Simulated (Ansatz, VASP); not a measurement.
## Ni in VASP and in Ansatz

The input INCAR:

```
SYSTEM = Ni
PREC = Accurate
ENCUT = 600
EDIFF = 1E-6
ISMEAR = 1
SIGMA = 0.15
LREAL = .False.
LASPH = .True.
NELM = 120
ALGO = Normal
ISIF = 2
LWAVE = .False.
LCHARG = .True.
GGA = PE
LELF = .True.
LVHAR = .True.
NBANDS = 11
GGA_COMPAT = .False.
```

KPOINTS

```
Automatic mesh
0
Gamma
  14 14 14
  0 0 0
```

POSCAR

```
Ni
1.0
    0.0000000000      1.7678000000      1.7678000000
    1.7678000000      0.0000000000      1.7678000000
    1.7678000000      1.7678000000      0.0000000000
Ni
1
Direct
    0.0000000000      0.0000000000      0.0000000000
```

Input for Ansatz:

```yaml
crystal:
  lattice:
    - [0.0, 1.7678, 1.7678]
    - [1.7678, 0.0, 1.7678]
    - [1.7678, 1.7678, 0.0]
  atoms:
    - { symbol: Ni, position: [0.0, 0.0, 0.0] }
hamiltonian:
  xc: pbe
  pseudopotentials: { kind: paw }
basis:
  ecutwfc: 420
kpoints:
  mp_grid: { grid: [14, 14, 14] }
scf:
  occupations: { method: cold, width: 0.15 }
  lower_state_search: "off"
  max_iter: 50
output:
  forces: true
  stress: true
```

Alike in both runs: task single point; functional PBE; k mesh 14 × 14 × 14; no spin polarisation.

|  | VASP | Ansatz |
| --- | --- | --- |
| version | VASP 6.6.1 | Ansatz 0.2.0 |
| potentials or method | VASP PAW PBE potentials, release 64 (Ni), cutoff 600 eV | PAW, plane waves, scalar-relativistic |
| occupations | methfessel-paxton of order 1, width 0.15 eV | cold, width 0.15 eV |
| valence electrons in the cell | 10 | 18 |

Ansatz gave:

- pressure (GPa): -4.1

Question: What did VASP give for the same quantities?

Answer: Pressure (GPa): -4.0.

VASP's potentials hold 10 valence electrons a cell and Ansatz's 18, so a difference there can come from the potentials and not from the codes.
